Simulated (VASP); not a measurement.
# Si: single point with LDA

The system is Si.

```xyz
2
Lattice="0.0000 2.7008 2.7008 2.7008 0.0000 2.7008 2.7008 2.7008 0.0000" Properties=species:S:1:pos:R:3 pbc="T T T"
Si    2.7008    2.7008    2.7008
Si    4.0512    4.0512    4.0512
```

```json
{
  "Program": "VASP 6.6.1",
  "Task": "single point",
  "Functional": "LDA",
  "Potentials or basis": "VASP PAW LDA potentials, release 64 (Si)",
  "Cutoff": "520 eV",
  "k mesh": "10 × 10 × 10",
  "Occupations": "gaussian, width 0.02 eV",
  "Spin": "no spin polarisation",
  "Dipole correction": "no",
  "Further INCAR settings": "ALGO = Normal; EDIFF = 1e-06; NBANDS = 11"
}
```

The pressure is 0.1 GPa and the band gap on the k mesh is 0.45 eV, indirect (least direct gap 2.53 eV).

Levels at points of the mesh, in eV from the valence-band top:
```
           k point  band 1  band 2  band 3  band 4  band 5  band 6  band 7  band 8
(0.00, 0.00, 0.00)  -12.07    0.00    0.00    0.00    2.53    2.53    2.53    3.39
(0.50, 0.00, 0.00)   -9.69   -7.07   -1.21   -1.21    1.49    3.29    3.29    7.54
(0.50, 0.50, 0.00)   -7.87   -7.87   -2.90   -2.90    0.57    0.57   10.12   10.12
```

It took 18 s on 1 thread of AMD EPYC 7R43 64-Core Processor (Zen 3) (shared host), peak memory 0.1 GiB.

A k mesh can miss the band edges.
